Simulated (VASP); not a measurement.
# SiC (Moissanite) (P6_3mc) in VASP: notebook, part 2 of 2

VASP 6.6.1.

**5. Single point, PBE**

File INCAR:

```
SYSTEM = SiC
  ALGO = Normal
  EDIFF = 1E-6
  ENCUT = 520
  GGA = PE
  ISIF = 2
  ISMEAR = 0
  LASPH = .TRUE.
  LCHARG = .FALSE.
  LREAL = .FALSE.
  LWAVE = .FALSE.
  NBANDS = 16
  NELM = 60
  PREC = Accurate
  SIGMA = 0.019000000000000003
```

File KPOINTS:

```
k-points
0
G
  10 10 5
  0 0 0
```

File POSCAR:

```
SiC
1.0
    3.0760000000      0.0000000000      0.0000000000
   -1.5380000000      2.6638941420      0.0000000000
    0.0000000000      0.0000000000      5.0480000000
Si C
2 2
Direct
    0.6666666667      0.3333333333      0.5000000000
    0.3333333333      0.6666666667      0.0000000000
    0.6666666667      0.3333333333      0.8850000000
    0.3333333333      0.6666666667      0.3850000000
```

Potentials or basis: VASP PAW PBE potentials, release 64 (Si, C).

Started as:

```sh
> cat potpaw_PBE.64/Si/POTCAR potpaw_PBE.64/C/POTCAR > POTCAR
> mpirun -np 1 vasp_std > vasp.out
```

OUTCAR:

```text
SYSTEM = SiC
   EDIFF = 1E-6
   ENCUT = 520
   GGA = PE
   ISIF = 2
   ISMEAR = 0
   LASPH = .TRUE.
   LREAL = .FALSE.
   NELM = 60
   PREC = Accurate

 ion  position               nearest neighbor table
   1  0.667  0.333  0.500-   4 1.87   4 1.87   4 1.87   3 1.94   2 3.09   2 3.09   2 3.09   2 3.09
                             2 3.09   2 3.09
   2  0.333  0.667  0.000-   3 1.87   3 1.87   3 1.87   4 1.94   1 3.09   1 3.09   1 3.09   1 3.09
                             1 3.09   1 3.09
   3  0.667  0.333  0.885-   2 1.87   2 1.87   2 1.87   1 1.94
   4  0.333  0.667  0.385-   1 1.87   1 1.87   1 1.87   2 1.94

  LATTYP: Found a hexagonal cell.
 ALAT       =     3.0760000000
 C/A-ratio  =     1.6410923277

  Lattice vectors:

 A1 = (   3.0760000000,   0.0000000000,   0.0000000000)
 A2 = (  -1.5380000000,   2.6638941420,   0.0000000000)
 A3 = (   0.0000000000,   0.0000000000,   5.0480000000)

Analysis of symmetry for initial positions (statically):
=====================================================================
 Subroutine PRICEL returns:
 Original cell was already a primitive cell.

 Routine SETGRP: Setting up the symmetry group for a
 hexagonal supercell.

 Subroutine GETGRP returns: Found 12 space group operations
 (whereof  6 operations were pure point group operations)
 out of a pool of 24 trial point group operations.

The static configuration has the point symmetry C_3v.
 The point group associated with its full space group is C_6v.

Analysis of symmetry for dynamics (positions and initial velocities):
=====================================================================
 Subroutine PRICEL returns:
 Original cell was already a primitive cell.

 Routine SETGRP: Setting up the symmetry group for a
 hexagonal supercell.
[... 122 lines left out ...]
   NUPDOWN=      -1.0000    fix difference up-down
   EMIN   =  10.00;   EMAX   =-10.00  energy-range for DOS
   EFERMI =   0.00;   METHOD = LEGACY
   ISMEAR =     0;   SIGMA  =   0.02  broadening in eV -4-tet -1-fermi 0-gaus
   EFERMI_NEDOS =   21; number of points for ismear=-14 and -15
   IALGO  =     38    algorithm
   IMIX   =      4    mixing-type and parameters
     AMIX     =   0.40;   BMIX     =  1.00
     AMIX_MAG =   1.60;   BMIX_MAG =  1.00
  volume/ion in A,a.u.               =      10.34        69.78
  Fermi-wavevector in a.u.,A,eV,Ry     =   1.192817  2.254098 19.358549  1.422813
  Thomas-Fermi vector in A             =   2.328847
   LORBIT       =      0    0 simple, 1 ext, 2 COOP (PROOUT), +10 PAW based schemes
   GGA     = PE    functional components
   LHFCALC =     F    Hartree Fock is set to
   AEXX    =    0.0000 exact exchange contribution
   IVDW    =     0    specifies the selected vdW correction
   LEPSILON=     F    determine dielectric tensor
   LRPA    =     F    only Hartree local field effects (RPA)
 non-spin polarized calculation
 Gauss-broadening in eV      SIGMA  =   0.02
  energy-cutoff  :      520.00
  volume of cell :       41.36
 maximum number of plane-waves:      1132
 NGX is ok and might be reduce to    24
   NGX = 11   NGY = 11   NGZ = 19

 number of electron      16.0000000 magnetization

 Free energy of the ion-electron system (eV)
  ---------------------------------------------------
  ext. energy  EPLUGINS =         0.00000000
  ---------------------------------------------------
  free energy    TOTEN  =       -30.06707720 eV

  energy without entropy =      -30.06707720  energy(sigma->0) =      -30.06707720

 E-fermi :   8.4888     XC(G=0): -11.3486

 val. band max:        8.4096904092   @ k =   0.0000   0.0000   0.0000
 cond. band min:      10.8889033413   @ k =   0.3000   0.3000   0.0000
 fundamental gap:      2.4792129322
 Fermi energy:         8.4888156524

 k-point     1 :       0.0000    0.0000    0.0000
  band No.  band energies     occupation
      1      -7.3151      2.00000
      2      -3.8128      2.00000
      3      -0.2831      2.00000
      4       6.8534      2.00000
      5       6.8534      2.00000
      6       8.1340      2.00000
[... 433 lines left out ...]
      3       0.1142      2.00000
      4       1.5912      2.00000
      5       3.6621      2.00000
      6       4.4738      2.00000
[... 8 lines left out ...]
     15      19.7589      0.00000
     16      21.0924      0.00000

 [... further k-points ...]
[... 5 lines left out ...]
  --------------------------------------------------------------------------------------
  -------------------------------------------------------------------------------------
  Total        1.3564174      1.3564174      0.1082068      0.0000000      0.0000000      0.0000000
  in kB       52.5389380     52.5389380      4.1912384      0.0000000      0.0000000      0.0000000
  external PRESSURE =      36.4230381 kB  Pullay stress =       0.0000000 kB

 VOLUME and BASIS-vectors are now :
 -----------------------------------------------------------------------------
  energy-cutoff  :      520.00
  volume of cell :       41.36
      direct lattice vectors                 reciprocal lattice vectors
     3.076000000  0.000000000  0.000000000     0.325097529  0.187695146  0.000000000
    -1.538000000  2.663894142  0.000000000     0.000000000  0.375390292  0.000000000
     0.000000000  0.000000000  5.048000000     0.000000000  0.000000000  0.198098257

 POSITION                                       TOTAL-FORCE (eV/Angst)
 -----------------------------------------------------------------------------------
      1.53800      0.88796      2.52400         0.000000     -0.000000      0.752819
     -0.00000      1.77593      0.00000        -0.000000      0.000000      0.752819
      1.53800      0.88796      4.46748         0.000000      0.000000     -0.752819
     -0.00000      1.77593      1.94348        -0.000000      0.000000     -0.752819
 -----------------------------------------------------------------------------------
    total drift:                                0.000000      0.000000     -0.000217

  FREE ENERGIE OF THE ION-ELECTRON SYSTEM (eV)
  ---------------------------------------------------
  free  energy   TOTEN  =       -30.0670771965 eV

  energy  without entropy=      -30.0670771965  energy(sigma->0) =      -30.06707720
```

OSZICAR:

```text
N       E                     dE             d eps       ncg     rms          rms(c)
DAV:   1     0.238072682858E+02    0.23807E+02   -0.70547E+03  1344   0.889E+02
DAV:   2    -0.314888264733E+02   -0.55296E+02   -0.50654E+02  1960   0.156E+02
DAV:   3    -0.337949465259E+02   -0.23061E+01   -0.22993E+01  1760   0.297E+01
DAV:   4    -0.338111872726E+02   -0.16241E-01   -0.16238E-01  1656   0.307E+00
DAV:   5    -0.338113490763E+02   -0.16180E-03   -0.16180E-03  1768   0.288E-01    0.125E+01
DAV:   6    -0.301558446195E+02    0.36555E+01   -0.65409E+00  1712   0.157E+01    0.564E+00
DAV:   7    -0.300848498303E+02    0.70995E-01   -0.11238E+00  1896   0.618E+00    0.249E+00
DAV:   8    -0.300682599545E+02    0.16590E-01   -0.47443E-02  1480   0.139E+00    0.630E-01
DAV:   9    -0.300667283068E+02    0.15316E-02   -0.76080E-03  1808   0.591E-01    0.123E-01
DAV:  10    -0.300670486129E+02   -0.32031E-03   -0.10240E-03  1632   0.186E-01    0.577E-02
DAV:  11    -0.300670763004E+02   -0.27688E-04   -0.93602E-05  1592   0.689E-02    0.136E-02
DAV:  12    -0.300670771965E+02   -0.89607E-06   -0.66107E-06  1768   0.164E-02
   1 F= -.30067077E+02 E0= -.30067077E+02  d E =-.629886E-12
```

stdout:

```text
POSCAR found type information on POSCAR SiC
 POSCAR found :  2 types and       4 ions
 scaLAPACK will be used
 LDA part: xc-table for (Slater+PW92), standard interpolation
 POSCAR, INCAR and KPOINTS ok, starting setup
 FFT: planning ... GRIDC
 FFT: planning ... GRID_SOFT
 FFT: planning ... GRID
 WAVECAR not read
 entering main loop
```

It took 14 s on 1 thread of AMD EPYC 9R45 (Zen 5), shared host; peak memory 0.13 GiB.

What came out:

| Quantity | Value |
| --- | --- |
| Free energy | -30.0671 eV |
| Pressure | 3.6 GPa |
| Largest force | 0.753 eV/Å |
| Band gap on the k mesh | 2.48 eV, indirect (least direct gap 4.08 eV) |

Forces in eV/Å, atoms in the order of the input:
```
Si   0.000  0.000  0.753
Si   0.000  0.000  0.753
C    0.000  0.000 -0.753
C    0.000  0.000 -0.753
```

A k mesh can miss the band edges. As with any semilocal functional, this PBE gap is likely too small.

**6. The runs side by side**

| smearing | gap on the mesh (eV) | pressure (GPa) | largest force (eV/Å) |
| --- | --- | --- | --- |
| gaussian 0.016 eV | 2.48 | 3.6 | 0.75 |
| gaussian 0.017 eV | 2.48 | 3.6 | 0.75 |
| gaussian 0.018 eV | 2.48 | 3.6 | 0.75 |
| gaussian 0.019 eV | 2.48 | 3.6 | 0.75 |

Alike in all rows: task single point; level PBE; potentials or basis VASP PAW PBE potentials, release 64 (Si, C); no spin polarisation; cell as given; k mesh 10 × 10 × 5; cutoff (eV) 520.

On the cell as given the gap runs from 2.48 eV (PBE) to 2.48 eV (PBE).

Absolute energies hang on the potentials; compare differences alone.
